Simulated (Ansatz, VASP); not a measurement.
**LiH: VASP beside Ansatz**

```
Li H
1.0
     0.00000    1.86990    2.03250
     1.86990    0.00000    2.03250
     1.86990    1.86990    0.00000
Li H
1 1
Cartesian
  0.0000 0.0000 0.0000
  1.8699 1.8699 2.0325
```

Change from the starting cell: strain -0.080 along x and y, +0.000 along z, atoms carried along.

Alike in both runs: task single point; functional PBE; k mesh 10 × 10 × 10; occupations gaussian, width 0.05 eV; no spin polarisation.

|  | VASP | Ansatz |
| --- | --- | --- |
| version | VASP 6.6.1 | Ansatz 0.2.0 |
| potentials or method | VASP PAW PBE potentials, release 64 (Li_sv, H), cutoff 520 eV | scalar-relativistic, plane waves, PAW |
| valence electrons in the cell | 4 | 4 |

```csv
,VASP,Ansatz,Ansatz less VASP
gap on the k mesh at the Fermi level (eV),1.88,1.89,+0.006
least direct gap on the mesh (eV),2.57,2.58,+0.008
```

The functional is the same, so the differences come from potentials, cutoffs and numerics.

Noted on VASP's run: the cutoff is short for stress, so the pressure is rough.
